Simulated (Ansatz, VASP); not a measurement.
## Cs3Pb2S3 in VASP and in Ansatz

```
Cs Pb S
1.0
     9.42993    0.00000    0.00000
    -4.71497    8.16656    0.00000
     0.00000    0.00000    6.90358
Cs Pb S
3 2 3
Direct
  0.00000 0.00000 0.00000
  0.33333 0.66667 0.00000
  0.66667 0.33333 0.00000
  0.33333 0.66667 0.50000
  0.66667 0.33333 0.50000
  0.50000 0.00000 0.50000
  0.00000 0.50000 0.50000
  0.50000 0.50000 0.50000
```

Alike in both runs: functional PBE; k mesh 6 × 6 × 6; occupations gaussian, width 0.1 eV; no spin polarisation.

Ansatz relaxed the structure, and its values are those at the end. VASP's run is a single point on that final structure, the one shown.

```csv
,VASP,Ansatz
version,VASP 6.6.1,Ansatz 0.2.0
potentials or method,"VASP PAW PBE potentials, release 64 (Cs_sv, Pb_d, S), cutoff 520 eV","scalar-relativistic, plane waves, PAW"
valence electrons in the cell,73,73
```

|  | VASP | Ansatz | Ansatz less VASP |
| --- | --- | --- | --- |
| gap on the k mesh at the Fermi level (eV) | none | none | - |
| pressure (GPa) | 0.0 | 0.0 | +0.01 |

A gap of «none» marks a metal or a gap that the smearing closes.

Spin-orbit coupling is off throughout.
